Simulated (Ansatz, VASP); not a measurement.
# Zr2TeS in VASP and in Ansatz

```xyz
4
Lattice="1.8897 1.0910 6.6675 -1.8897 1.0910 6.6675 0.0000 -2.1820 6.6675" Properties=species:S:1:pos:R:3 pbc="T T T"
Zr    0.0000    0.0000    4.5697
Zr    0.0000    0.0000   15.4327
Te    0.0000    0.0000    0.0000
S     0.0000    0.0000   10.0012
```

Alike in both runs: functional PBEsol; k mesh 15 × 15 × 15; occupations gaussian, width 0.1 eV; no spin polarisation.

Ansatz relaxed the structure, and its values are those at the end. VASP's run is a single point on that final structure, the one shown.

```csv
,VASP,Ansatz
version,VASP 6.6.1,Ansatz 0.2.0
potentials or method,"VASP PAW PBE potentials, release 64 (Zr_sv, Te, S), cutoff 520 eV","scalar-relativistic, plane waves, PAW"
valence electrons in the cell,36,46
```

|  | VASP | Ansatz | Ansatz less VASP |
| --- | --- | --- | --- |
| gap on the k mesh at the Fermi level (eV) | none | none | - |
| pressure (GPa) | 0.2 | 0.0 | -0.20 |
| rms of the force components (eV/Å) | 0.006 | 0.001 | -0.0053 |

VASP's potentials were made for PBE, not for PBEsol. A gap of «none» marks a metal or a gap that the smearing closes. The functional is the same, so the differences come from potentials, cutoffs and numerics. VASP's potentials hold 36 valence electrons a cell and Ansatz's 46, so a difference there can come from the potentials and not from the codes.

Neither program's run includes spin-orbit coupling.
